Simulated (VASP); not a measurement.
# Ta3Si5C5N3 in VASP: notebook

Ta3Si5C5N3 is run at these levels: PBE; tasks: single point.

Program: VASP 6.6.1. These are calculated values, not measurements. Logs are shortened: lines on timing, memory, paths and dates and some standing lists are left out, and cuts for length are marked.

### 1 The cell of the first run

The cell holds a disordered packing, 16 atoms: a = 5.531 Å, b = 5.986 Å, c = 5.876 Å, α = 90.14°, β = 87.21°, γ = 96.12°.

### 2 Single point, PBE

INCAR

```
PREC = Accurate
ENCUT = 520
EDIFF = 1E-6
ISMEAR = -1
SIGMA = 0.05
LREAL = Auto
LASPH = True
NELM = 120
ALGO = Normal
ISIF = 2
LWAVE = False
LCHARG = False
GGA = PE
ISYM = -1
NBANDS = 58
GGA_COMPAT = False
```

KPOINTS

```
explicit points
1
Reciprocal
  0.25000000   0.25000000   0.25000000 1
```

POSCAR

```
Ta3Si5C5N3
1.0
    5.5208870000     -0.3069000000      0.1387320000
   -0.3069000000      5.9781400000     -0.0034560000
    0.1387320000     -0.0034560000      5.8739650000
Si C Ta N
5 5 3 3
Direct
    0.5632404154      0.5672074715      0.0420111117
    0.7654258818      0.3924307004      0.3447523397
    0.1732211911      0.4451091325      0.0596428434
    0.7344455684      0.3607464355      0.7541525421
    0.2525321318      0.9437940192      0.0169753249
    0.4051234465      0.9747574449      0.5952216562
    0.0595177509      0.1626797798      0.1048903432
    0.0090554892      0.5707140271      0.7882593957
    0.0567224472      0.6089200012      0.3139169554
    0.3139940918      0.1815513598      0.5647162374
    0.3397945137      0.5399513329      0.5893301542
    0.9925970767      0.9081501195      0.5172200701
    0.7268791388      0.9778011633      0.9736801095
    0.5900805418      0.8508138117      0.6164242311
    0.9883807187      0.7903738598      0.8754467380
    0.8570210353      0.1245028946      0.2835585571
```

Potentials or basis: VASP PAW PBE potentials, release 64 (Si, C, Ta_pv, N).

Started as:

```console
$ cat potpaw_PBE.64/Si/POTCAR potpaw_PBE.64/C/POTCAR potpaw_PBE.64/Ta_pv/POTCAR potpaw_PBE.64/N/POTCAR > POTCAR
$ mpirun -np 1 vasp_std > vasp.out
```

OUTCAR:

```text
PREC = Accurate
   ENCUT = 520
   EDIFF = 1E-6
   ISMEAR = -1
   LREAL = Auto
   LASPH = True
   NELM = 120
   ISIF = 2
   GGA = PE
   ISYM = -1

 ion  position               nearest neighbor table
   1  0.563  0.567  0.042-   3 2.20   4 2.32   2 2.44  13 2.55  11 2.98   5 2.98
   2  0.765  0.392  0.345-  16 1.76   9 1.96   4 2.41   1 2.44   7 2.60   3 2.73  11 2.91  13 3.30

   3  0.173  0.445  0.060-   7 1.76   9 1.91   8 2.06   1 2.20   2 2.73  11 2.91   5 2.98   4 3.09
                             5 3.09  11 3.32
   4  0.734  0.361  0.754-   8 1.88   1 2.32   2 2.41  13 2.63  11 2.75   3 3.09
   5  0.253  0.944  0.017-   7 1.83  15 1.87   6 2.58  13 2.61  13 2.96   3 2.98   1 2.98   3 3.09
                            12 3.21  12 3.33
   6  0.405  0.975  0.595-  14 1.34  10 1.40  12 2.34   5 2.58  11 2.59
   7  0.060  0.163  0.105-  16 1.50   3 1.76   5 1.83  13 2.21   2 2.60
   8  0.009  0.571  0.788-  15 1.42   4 1.88   3 2.06  11 2.15  12 2.59
   9  0.057  0.609  0.314-   3 1.91   2 1.96  12 2.20  11 2.37
  10  0.314  0.182  0.565-   6 1.40  11 2.14  12 2.31
  11  0.340  0.540  0.589-  10 2.14   8 2.15  14 2.21   9 2.37   6 2.59   4 2.75   3 2.91   2 2.91
                             1 2.98  12 3.12   3 3.32
  12  0.993  0.908  0.517-  16 2.11   9 2.20  15 2.22  14 2.26  10 2.31   6 2.34   8 2.59  13 3.04
                            11 3.12   5 3.21   5 3.33
  13  0.727  0.978  0.974-  15 1.99  16 2.14   7 2.21  14 2.36   1 2.55   5 2.61   4 2.63   5 2.96
                            12 3.04   2 3.30
  14  0.590  0.851  0.616-   6 1.34  11 2.21  12 2.26  13 2.36
  15  0.988  0.790  0.875-   8 1.42   5 1.87  13 1.99  12 2.22
  16  0.857  0.125  0.284-   7 1.50   2 1.76  12 2.11  13 2.14

IMPORTANT INFORMATION: All symmetrisations will be switched off!
NOSYMM: (Re-)initialisation of all symmetry stuff for point group C_1.

----------------------------------------------------------------------------------------

                                     Primitive cell

  volume of cell :     193.2000

  direct lattice vectors                    reciprocal lattice vectors
     5.520887000 -0.306900000  0.138732000     0.181756601  0.009328367 -0.004287260
    -0.306900000  5.978140000 -0.003456000     0.009328367  0.167754930 -0.000121618
     0.138732000 -0.003456000  5.873965000    -0.004287260 -0.000121618  0.170343943

  length of vectors
     5.531150644  5.986013483  5.875604082     0.182046316  0.168014135  0.170397929

  position of ions in fractional coordinates (direct lattice)
     0.563240415  0.567207471  0.042011112
     0.765425882  0.392430700  0.344752340
     0.173221191  0.445109133  0.059642843
     0.734445568  0.360746435  0.754152542
     0.252532132  0.943794019  0.016975325
     0.405123446  0.974757445  0.595221656
     0.059517751  0.162679780  0.104890343
     0.009055489  0.570714027  0.788259396
     0.056722447  0.608920001  0.313916955
     0.313994092  0.181551360  0.564716237
     0.339794514  0.539951333  0.589330154
     0.992597077  0.908150120  0.517220070
     0.726879139  0.977801163  0.973680110
     0.590080542  0.850813812  0.616424231
     0.988380719  0.790373860  0.875446738
     0.857021035  0.124502895  0.283558557

  ion indices of the primitive-cell ions
   primitive index   ion index
                 1           1
                 2           2
                 3           3
                 4           4
                 5           5
                 6           6
                 7           7
                 8           8
                 9           9
                10          10
                11          11
                12          12
                13          13
                14          14
                15          15
                16          16

----------------------------------------------------------------------------------------

 KPOINTS: explicit points

Read explicit list of k-points.

 Found      1 k-points:

 Following reciprocal coordinates:
            Coordinates               Weight
  0.250000  0.250000  0.250000      1.000000
   k-points           NKPTS =      1   k-points in BZ     NKDIM =      1   number of bands    NBANDS=     58
   number of dos      NEDOS =    301   number of ions     NIONS =     16
   total plane-waves  NPLWV =  96768
   dimension x,y,z NGX =    42 NGY =   48 NGZ =   48
   dimension x,y,z NGXF=    84 NGYF=   96 NGZF=   96
   ions per type =               5   5   3   3
   NGX,Y,Z   is equivalent  to a cutoff of  12.62, 13.33, 13.58 a.u.
   NGXF,Y,Z  is equivalent  to a cutoff of  25.25, 26.66, 27.16 a.u.
 SYSTEM =  unknown system
   PREC   = accura    normal or accurate (medium, high low for compatibility)
   ISTART =      0    job   : 0-new  1-cont  2-samecut
   ICHARG =      2    charge: 1-file 2-atom 10-const
   ISPIN  =      1    spin polarized calculation?
   LNONCOLLINEAR =      F non collinear calculations
   LSORBIT =      F    spin-orbit coupling
   LASPH  =      T    aspherical Exc in radial PAW
   ENCUT  =  520.0 eV  38.22 Ry    6.18 a.u.  10.28 11.13 10.92*2*pi/ulx,y,z
   NELM   =    120;   NELMIN=  2; NELMDL= -5     # of ELM steps
   EDIFF  = 0.1E-05   stopping-criterion for ELM
   LREAL  =      T    real-space projection
   EDIFFG = 0.1E-04   stopping-criterion for IOM
   NSW    =      0    number of steps for IOM
   IBRION =     -1    ionic relax: 0-MD 1-quasi-New 2-CG
   NFREE  =      0    steps in history (QN), initial steepest desc. (CG)
   ISIF   =      2    stress and relaxation
   ISYM   =     -1    0-nonsym 1-usesym 2-fastsym
   POTIM  = 0.5000    time-step for ionic-motion
   TEBEG  =    0.0;   TEEND  =   0.0 temperature during run
   PSTRESS=    0.0 pullay stress
   NELECT =      88.0000    total number of electrons
   NUPDOWN=      -1.0000    fix difference up-down
   EMIN   =  10.00;   EMAX   =-10.00  energy-range for DOS
   EFERMI =   0.00;   METHOD = LEGACY
   ISMEAR =    -1;   SIGMA  =   0.05  broadening in eV -4-tet -1-fermi 0-gaus
   EFERMI_NEDOS =   21; number of points for ismear=-14 and -15
   IALGO  =     38    algorithm
   IMIX   =      4    mixing-type and parameters
     AMIX     =   0.40;   BMIX     =  1.00
     AMIX_MAG =   1.60;   BMIX_MAG =  1.00
  volume/ion in A,a.u.               =      12.07        81.49
  Fermi-wavevector in a.u.,A,eV,Ry     =   1.259602  2.380303 21.586967  1.586597
  Thomas-Fermi vector in A             =   2.393154
   LORBIT       =      0    0 simple, 1 ext, 2 COOP (PROOUT), +10 PAW based schemes
   GGA     = PE    functional components
   LHFCALC =     F    Hartree Fock is set to
   AEXX    =    0.0000 exact exchange contribution
   IVDW    =     0    specifies the selected vdW correction
   LEPSILON=     F    determine dielectric tensor
   LRPA    =     F    only Hartree local field effects (RPA)
 non-spin polarized calculation
  energy-cutoff  :      520.00
  volume of cell :      193.20
 maximum number of plane-waves:      5196
 NGX is ok and might be reduce to    42
   NGX = 21   NGY = 23   NGZ = 21

 number of electron      87.9999993 magnetization

 Free energy of the ion-electron system (eV)
  ---------------------------------------------------
  ext. energy  EPLUGINS =         0.00000000
  ---------------------------------------------------
  free energy    TOTEN  =      -129.17586446 eV

  energy without entropy =     -129.17324446  energy(sigma->0) =     -129.17455446

 E-fermi :   7.5759     XC(G=0): -11.4285

 val. band max:        7.2596036763   @ k =   0.2500   0.2500   0.2500
 cond. band min:       7.8924767794   @ k =   0.2500   0.2500   0.2500
 fundamental gap:      0.6328731031
 Fermi energy:         7.5759419202

 k-point     1 :       0.2500    0.2500    0.2500
  band No.  band energies     occupation
      1     -28.2284      2.00000
      2     -27.9521      2.00000
      3     -27.8730      2.00000
      4     -27.8096      2.00000
      5     -27.7974      2.00000
      6     -27.7744      2.00000
      7     -27.4924      2.00000
      8     -27.4456      2.00000
      9     -27.4235      2.00000
     10     -11.4681      2.00000
     11     -11.0208      2.00000
     12     -10.8216      2.00000
     13      -6.4626      2.00000
     14      -5.6199      2.00000
     15      -5.0545      2.00000
     16      -4.4021      2.00000
     17      -2.8667      2.00000
     18      -1.8730      2.00000
     19      -1.3599      2.00000
     20      -0.9124      2.00000
     21      -0.5617      2.00000
     22      -0.1685      2.00000
     23       0.1791      2.00000
     24       0.4825      2.00000
     25       0.8216      2.00000
     26       1.2182      2.00000
     27       1.4427      2.00000
     28       1.6853      2.00000
     29       2.0032      2.00000
     30       2.4841      2.00000
     31       2.9304      2.00000
     32       3.3601      2.00000
     33       3.4900      2.00000
     34       3.8237      2.00000
     35       3.9484      2.00000
     36       4.3510      2.00000
     37       4.7712      2.00000
     38       5.1366      2.00000
     39       5.2736      2.00000
     40       5.6344      2.00000
     41       5.7197      2.00000
     42       6.2402      2.00000
     43       6.5748      2.00000
     44       7.2596      1.99643
     45       7.8925      0.00356
     46       8.1695      0.00001
     47       8.5070      0.00000
     48       8.8466      0.00000
     49       9.0902      0.00000
     50       9.3018      0.00000
     51       9.4739      0.00000
     52       9.7393      0.00000
     53      10.2522      0.00000
     54      10.5618      0.00000
     55      10.8633      0.00000
     56      11.0912      0.00000
 [bands above 56 left out]

------------------------ aborting loop because EDIFF is reached ----------------------------------------

  FORCE on cell =-STRESS in cart. coord.  units (eV):
  Direction    XX          YY          ZZ          XY          YZ          ZX
  --------------------------------------------------------------------------------------
  -------------------------------------------------------------------------------------
  Total        5.3772670     -0.2550310      1.9140505      0.8754228     -1.3029688     -7.5776059
  in kB       44.5928358     -2.1149324     15.8729222      7.2597450    -10.8053168    -62.8399024
  external PRESSURE =      19.4502752 kB  Pullay stress =       0.0000000 kB

 VOLUME and BASIS-vectors are now :
 -----------------------------------------------------------------------------
  energy-cutoff  :      520.00
  volume of cell :      193.20
      direct lattice vectors                 reciprocal lattice vectors
     5.520887000 -0.306900000  0.138732000     0.181756601  0.009328367 -0.004287260
    -0.306900000  5.978140000 -0.003456000     0.009328367  0.167754930 -0.000121618
     0.138732000 -0.003456000  5.873965000    -0.004287260 -0.000121618  0.170343943

 POSITION                                       TOTAL-FORCE (eV/Angst)
 -----------------------------------------------------------------------------------
      2.94134      3.21784      0.32295        -0.079808     -0.029228     -0.026337
      4.15322      2.10991      2.12990         0.109146      1.134043      0.071251
      0.82801      2.60756      0.37283        -0.818853      2.214292      0.484638
      4.04870      1.92858      4.53051        -0.162871      0.264749     -0.180581
      1.10691      5.56457      0.13148        -0.582412     -1.184249     -0.049056
      2.02006      5.70085      3.54915        -1.570846      0.376559     -0.181568
      0.29322      0.95389      0.62382        -1.467657     -0.700647      0.441996
     -0.01580      3.40630      4.62949         0.342896      0.763209      0.726241
      0.16983      3.62172      1.84970         0.354773     -0.800962      0.187838
      1.75615      0.98702      3.36006        -0.031378     -0.602876     -0.027706
      1.79202      3.12158      3.50698         0.270511      0.918635     -0.425719
      5.27306      5.12263      3.17270         0.815947     -0.099528      0.368774
      3.84801      5.61899      5.81683        -0.273789      0.053042     -0.180210
      3.08217      4.90306      3.69978         0.705517     -0.551483     -0.657521
      5.33563      4.41861      5.27673         1.000199     -1.198807     -0.476834
      4.73264      0.48030      1.78408         1.388626     -0.556749     -0.075204
 -----------------------------------------------------------------------------------
    total drift:                                0.015841      0.004538      0.003157

  FREE ENERGIE OF THE ION-ELECTRON SYSTEM (eV)
  ---------------------------------------------------
  free  energy   TOTEN  =      -129.1758644638 eV

  energy  without entropy=     -129.1732444633  energy(sigma->0) =     -129.17455446
```

It took 73 s on 1 thread of Intel Xeon 8259CL, shared host; peak memory 0.3 GiB.

What came out:

```
Free energy   : -129.1759 eV
Pressure      : 1.9 GPa
Largest force : 2.410 eV/Å
```

Forces in eV/Å, atoms in the order of the input:
```
Si  -0.080 -0.029 -0.026
Si   0.109  1.134  0.071
Si  -0.819  2.214  0.485
Si  -0.163  0.265 -0.181
Si  -0.582 -1.184 -0.049
C   -1.571  0.377 -0.182
C   -1.468 -0.701  0.442
C    0.343  0.763  0.726
C    0.355 -0.801  0.188
C   -0.031 -0.603 -0.028
Ta   0.271  0.919 -0.426
Ta   0.816 -0.100  0.369
Ta  -0.274  0.053 -0.180
N    0.706 -0.551 -0.658
N    1.000 -1.199 -0.477
N    1.389 -0.557 -0.075
```

Stress tensor (GPa, compression positive):
```
 4.46  0.73 -6.28
 0.73 -0.21 -1.08
-6.28 -1.08  1.59
```

Caveat: the atoms stand as in a frame of molecular dynamics; spin-orbit coupling is left out, which moves the levels of the heavy elements.

### 3 Single point, PBE

INCAR

```
SYSTEM = Ta3Si5C5N3
PREC     = Accurate       ! precision mode
ENCUT    = 520            ! plane-wave cutoff, eV
EDIFF    = 1E-6           ! SCF threshold, eV
ISMEAR   = -1             ! smearing method
SIGMA    = 0.05           ! smearing width, eV
LREAL    = Auto         
LASPH    = .TRUE.         ! aspherical terms in the spheres
NELM     = 120            ! most SCF steps
ALGO     = Normal         ! electronic algorithm
ISIF     = 2              ! what is computed and relaxed
LWAVE    = .FALSE.        ! write WAVECAR
LCHARG   = .FALSE.        ! write CHGCAR
GGA      = PE             ! functional
ISYM     = -1           
NBANDS   = 58             ! bands
GGA_COMPAT= .FALSE.
```

KPOINTS is that of step 2.

POSCAR

```
Ta3Si5C5N3
1.0
    5.5208870000     -0.3069000000      0.1387320000
   -0.3069000000      5.9781400000     -0.0034560000
    0.1387320000     -0.0034560000      5.8739650000
Si C Ta N
5 5 3 3
Direct
    0.5463659694      0.5601251217      0.0354973768
    0.7713162154      0.3731289183      0.3373742085
    0.1421549342      0.4487437127      0.0438047247
    0.7197136383      0.3453712049      0.7373551409
    0.2329520648      0.9220905159     -0.0401597832
    0.3958761305      0.9355380100      0.6110575279
    0.0437813581      0.1475202336      0.0703444700
    0.0089682927      0.5475088348      0.7838820969
    0.0581785592      0.5893685922      0.3185636329
    0.2901453559      0.1386166995      0.5481557370
    0.3399637300      0.5289905862      0.5616070820
    0.9841594528      0.8767932703      0.5108174442
    0.7136702650      0.9532721705      0.9629886466
    0.6009528689      0.8084520962      0.5791026363
    0.9797343859      0.7642302304      0.8544057836
    0.8779144737      0.0993133603      0.2619270622
```

Potentials or basis: VASP PAW PBE potentials, release 64 (Si, C, Ta_pv, N).

Started as:

```console
$ cat potpaw_PBE.64/Si/POTCAR potpaw_PBE.64/C/POTCAR potpaw_PBE.64/Ta_pv/POTCAR potpaw_PBE.64/N/POTCAR > POTCAR
$ mpirun -np 1 vasp_std > vasp.out
```

It took 82 s on 1 thread of Intel Xeon 8259CL, shared host; peak memory 0.3 GiB.

It converged, with:

- Free energy: -129.3058 eV
- Pressure: 3.4 GPa
- Largest force: 1.836 eV/Å

Forces on the atoms (eV/Å):
```
Si  -0.804 -1.217 -0.036
Si  -0.218  0.304 -0.238
Si   1.303 -0.777  1.034
Si   0.135 -0.440  0.724
Si   1.386  0.748 -0.071
C    0.028  0.045  0.122
C    0.271  0.765 -0.724
C   -0.583 -0.563 -1.078
C   -0.323 -1.185 -0.812
C    0.840  0.097  0.332
Ta   0.162 -0.829  0.687
Ta   0.481  0.802 -0.104
Ta  -0.358  0.848 -0.496
N   -0.759  1.175 -0.457
N   -0.974  0.540  0.365
N   -0.586 -0.314  0.753
```

Stress tensor (GPa, compression positive):
```
 6.36  3.87 -5.24
 3.87 -1.15 -2.88
-5.24 -2.88  4.85
```

Levels at points of the mesh, in eV from the Fermi level:
```
           k point  band 41  band 42  band 43  band 44  band 45  band 46  band 47  band 48
(0.25, 0.25, 0.25)    -1.67    -1.22    -1.03    -0.40     0.40     0.72     1.08     1.47
```

Caveat: the atoms stand as in a frame of molecular dynamics; spin-orbit coupling is left out, which moves the levels of the heavy elements.

### 4 Single point, PBE

INCAR

```
PREC = Accurate
ENCUT = 520
EDIFF = 1E-6
ISMEAR = -1
SIGMA = 0.05
LREAL = Auto
LASPH = T
NELM = 120
ALGO = Normal
ISIF = 2
LWAVE = F
LCHARG = T
GGA = PE
LELF = T
LVHAR = T
ISYM = -1
NBANDS = 58
GGA_COMPAT = F
```

KPOINTS is that of step 3.

POSCAR

```
Ta3Si5C5N3
1.0
    5.5208870000     -0.3069000000      0.1387320000
   -0.3069000000      5.9781400000     -0.0034560000
    0.1387320000     -0.0034560000      5.8739650000
Si C Ta N
5 5 3 3
Direct
    0.5427931397      0.5523665893      0.0878435948
    0.7564528627      0.3564732822      0.3897001009
    0.1370286067      0.4752172143      0.1024184002
    0.7375710936      0.3530384098      0.7926709451
    0.2447429839      0.9854746936     -0.0847618062
    0.4020979573      0.9023701649      0.6065725175
    0.0048912395      0.1774599473      0.0527454164
    0.0190143006      0.5536528125      0.8187313905
    0.0419538338      0.5548240900      0.3800502953
    0.3019362513      0.1206229165      0.5658121308
    0.3441109887      0.5022886544      0.6059705333
    0.9694898308      0.8799481583      0.5022726281
    0.7003562770      0.9457360225      0.9641216175
    0.5974711590      0.7756046382      0.5544597424
    0.9919293615      0.7861734296      0.8546601267
    0.8561079972      0.0955107653      0.2529462655
```

Started as:

```console
$ cat potpaw_PBE.64/Si/POTCAR potpaw_PBE.64/C/POTCAR potpaw_PBE.64/Ta_pv/POTCAR potpaw_PBE.64/N/POTCAR > POTCAR
$ mpirun -np 1 vasp_std > vasp.out
```

Wall time 85 s (1 thread of Intel Xeon 8259CL, shared host); peak memory 0.3 GiB.

Results (log left out):

| Quantity | Value |
| --- | --- |
| Free energy | -129.4395 eV |
| Pressure | 3.5 GPa |
| Largest force | 2.028 eV/Å |

Forces in eV/Å, atoms in the order of the input:
```
Si  -0.114 -0.329 -0.243
Si  -0.510 -0.231 -0.592
Si   0.923 -1.269 -1.285
Si  -0.309 -0.821  0.768
Si   0.055  0.824 -0.553
C   -0.675  0.707  0.592
C    0.453  0.431  0.066
C    0.011  0.877  0.390
C   -0.737  0.202  0.260
C    0.242 -0.282  0.562
Ta   0.087 -0.474 -0.551
Ta   1.390 -0.468 -0.428
Ta  -0.076 -0.045 -0.349
N    0.352  1.546 -0.044
N   -1.013 -0.744  0.222
N   -0.080  0.076  1.185
```

Stress tensor (GPa, compression positive):
```
 5.37  1.62 -6.66
 1.62 -0.05 -2.66
-6.66 -2.66  5.20
```

Levels at points of the mesh, in eV from the Fermi level:
```csv
k point,band 41,band 42,band 43,band 44,band 45,band 46,band 47,band 48
"(0.25, 0.25, 0.25)",-1.53,-1.19,-0.97,-0.47,0.47,0.71,1.10,1.45
```

Caveat: the atoms stand as in a frame of molecular dynamics; spin-orbit coupling is left out, which moves the levels of the heavy elements.

### 5 Summary

```csv
cell,pressure (GPa),largest force (eV/Å)
"as given, atomic positions A",1.9,2.41
"as given, atomic positions B",3.4,1.84
"as given, atomic positions C",3.5,2.03
```

Alike in all rows: task single point; level PBE; potentials or basis VASP PAW PBE potentials, release 64 (Si, C, Ta_pv, N); no spin polarisation; k mesh 1 × 1 × 1, shifted; cutoff (eV) 520; smearing fermi-dirac 0.05 eV.

Caveats: the atoms stand as in a frame of molecular dynamics; spin-orbit coupling is left out, which moves the levels of the heavy elements.

Absolute energies hang on the potentials; compare differences alone.
